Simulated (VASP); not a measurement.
Write the native input for VASP 6.6.1 that does the following.

```yaml
Task: single point
Functional: PBEsol
Potentials_or_basis: VASP PAW PBE potentials, release 64 (Zr_sv, O)
Cutoff: 520 eV
k_mesh: 6 × 6 × 8
Occupations: fermi-dirac, width 0.15 eV
Spin: no spin polarisation
Dipole_correction: no
Further_INCAR_settings: ALGO = Normal; EDIFF = 1e-06; NBANDS = 52
```

The structure of Zr3O lies in POSCAR:

```
Zr3O
1.0
    5.5835013441      0.0000000000      0.0000000000
   -2.7917506721      4.8354540061      0.0000000000
    0.0000000000      0.0000000000      5.1681961963
Zr O
6 2
Direct
    0.3405924734      0.0000000000      0.0000000000
    0.3405924734      0.3405924734      0.5000000000
    0.0000000000      0.3405924734      0.0000000000
    0.6594075266      0.0000000000      0.5000000000
    0.6594075266      0.6594075266      0.0000000000
    0.0000000000      0.6594075266      0.5000000000
    0.3333333333      0.6666666667      0.2500000000
    0.6666666667      0.3333333333      0.7500000000
```

These files were run (other wordings do the same):

INCAR

```
SYSTEM = Zr3O
  PREC = Accurate
  ENCUT = 520
  EDIFF = 1E-6
  ISMEAR = -1
  SIGMA = 0.15
  LREAL = .FALSE.
  LASPH = .TRUE.
  NELM = 80
  ALGO = Normal
  ISIF = 2
  LWAVE = .FALSE.
  LCHARG = .FALSE.
  GGA = PS
  NBANDS = 52
```

KPOINTS

```
Automatic mesh
0
G
  6 6 8
  0 0 0
```

Potentials or basis: VASP PAW PBE potentials, release 64 (Zr_sv, O).

The run is started by

```console
$ cat potpaw_PBE.64/Zr_sv/POTCAR potpaw_PBE.64/O/POTCAR > POTCAR
$ mpirun -np 1 vasp_std > vasp.out
```

It gave:

* Pressure: 0.2 GPa
* Largest force: 0.015 eV/Å
* Band gap on the k mesh: zero (bands 42 and 43 overlap by 0.83 eV)

Caveat: the PAW data sets were made with another functional, which shifts forces and pressure a little.

It took 3.5 min on 1 thread of Intel(R) Xeon(R) Platinum 8259CL CPU @ 2.50GHz (Skylake/Cascade Lake), with other jobs on the host, peak memory 0.36 GiB.
